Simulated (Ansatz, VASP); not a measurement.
## Fe in VASP and in Ansatz

INCAR

```
SYSTEM = Fe
PREC = Accurate
ENCUT = 600
EDIFF = 1E-6
ISMEAR = -1
SIGMA = 0.05
LREAL = .FALSE.
LASPH = .TRUE.
NELM = 200
ALGO = Normal
ISIF = 2
LWAVE = .FALSE.
LCHARG = .FALSE.
ISPIN = 2
MAGMOM = 3
LORBIT = 11
LMAXMIX = 4
GGA = PS
NBANDS = 18
GGA_COMPAT = .FALSE.
```

The input KPOINTS:

```
regular mesh
0
G
  13 13 13
  0 0 0
```

Contents of POSCAR:

```
Fe
1.0
    0.0000000000      1.9798226863      2.0036464209
    1.5278283418      0.0000000000      2.0036464209
    1.5278283418      1.9798226863      0.0000000000
Fe
1
Direct
    0.0000000000      0.0000000000      0.0000000000
```

The input input.yaml:

```yaml
crystal:
  lattice:
    - [0.0, 1.9798226863, 2.0036464209]
    - [1.5278283418, 0.0, 2.0036464209]
    - [1.5278283418, 1.9798226863, 0.0]
  atoms:
    - { symbol: Fe, position: [0.0, 0.0, 0.0], spin: 3.0 }
hamiltonian:
  xc: pbesol
  pseudopotentials: { kind: paw }
magnetization:
  spin_polarized: true
kpoints:
  mp_grid: { grid: [13, 13, 13] }
scf:
  occupations: { method: fermi_dirac, width: 0.05 }
output:
  forces: true
  stress: true
  eigenvalues: true
```

Alike in both runs: task single point; functional PBEsol; k mesh 13 × 13 × 13; occupations fermi-dirac, width 0.05 eV; collinear spin.

```csv
,VASP,Ansatz
version,VASP 6.6.1,Ansatz 0.2.0
potentials or method,"VASP PAW PBE potentials, release 64 (Fe_sv)",Ansatz PAW
plane-wave cutoff (eV),600,420
valence electrons in the cell,16,16
```

Ansatz gave:

| Property | Result |
| --- | --- |
| gap on the k mesh at the Fermi level (eV) | none |
| pressure (GPa) | -17.9 |
| traceless stress, the component that is largest in VASP (GPa) | -3.69 |
| net moment per atom (μB) | 2.32 |
| size of the moment on the site where the two differ most (μB) | 2.37 |

Q: What did VASP give for the same quantities?

A: gap on the k mesh at the Fermi level (eV): none; pressure (GPa): -21.0; traceless stress, the component that is largest in VASP (GPa): -3.69; net moment per atom (μB): 2.32; size of the moment on the site where the two differ most (μB): 2.32.

VASP's potentials were made for PBE, not for PBEsol. Site moments also hang on the region over which each program counts them. A gap of «none» marks a metal or a gap that the smearing closes. With one functional, cell and mesh, what is left measures potentials, basis and numerics.
